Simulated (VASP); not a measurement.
The system is Be3Fe.

```
CELL_PARAMETERS angstrom
3.23900 0.00000 0.00000
0.00000 3.23900 0.00000
0.00000 0.00000 3.23900
ATOMIC_POSITIONS crystal
Be 0.00000 0.50000 0.50000
Be 0.50000 0.00000 0.50000
Be 0.50000 0.50000 0.00000
Fe 0.00000 0.00000 0.00000
```

Base run:

* Program: VASP 6.6.1
* Functional: PBEsol
* Potentials or basis: VASP PAW PBE potentials, release 64 (Be, Fe)
* Cutoff: 520 eV
* k mesh: 7 × 7 × 7
* Occupations: fermi-dirac, width 0.05 eV
* Spin: collinear spin, ferromagnetic start
* Starting moments: [0.0, 0.0, 0.0, 3.5] μB

Its results: pressure -2.7 GPa; net moment 1.54 μB per cell; site moments Be -0.02; Fe +1.57 μB.

Problem. The run is repeated on the same cell with these changes: k mesh from 7 × 7 × 7 to 3 × 3 × 3. What comes out?

Solution. Pressure -6.3 GPa; net moment 0.35 μB per cell; site moments Be -0.01; Fe +0.37 μB.

Caveats: some runs use coarse meshes; the PAW data sets were made with another functional, which shifts forces and pressure a little.
